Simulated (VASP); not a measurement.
A run of VASP 6.6.1 is set up as follows.

INCAR

```
SYSTEM = BP
PREC = Accurate
ENCUT = 520
EDIFF = 1E-8
ISMEAR = -1
SIGMA = 0.05
LREAL = .False.
LASPH = .True.
NELM = 60
ALGO = Normal
ISIF = 2
LWAVE = .False.
LCHARG = .False.
GGA = CA
NBANDS = 11
IBRION = 8
NSW = 1
```

File KPOINTS:

```
regular mesh
0
Gamma
  7 7 7
  0 0 0
```

File POSCAR:

```
BP
1.0
    0.0000000000      2.2690000000      2.2690000000
    2.2690000000      0.0000000000      2.2690000000
    2.2690000000      2.2690000000      0.0000000000
P B
1 1
Direct
    0.7500000000      0.7500000000      0.7500000000
    0.0000000000      0.0000000000      0.0000000000
```

Potentials or basis: VASP PAW LDA potentials, release 64 (P, B).

Run with:

```sh
$ cat potpaw_LDA.64/P/POTCAR potpaw_LDA.64/B/POTCAR > POTCAR
$ mpirun -np 1 vasp_std > vasp.out
```

Q: Predict the highest phonon frequency at Γ, LO-TO splitting left out.

A: 794 cm⁻¹.

Phonon frequencies in cm⁻¹ (negative: imaginary):
```tsv
q point	frequencies
(0.000, 0.000, 0.000)	0 0 0 794 794 794
```

Caveat: the cell wasn't relaxed at this level first, which shifts response properties.
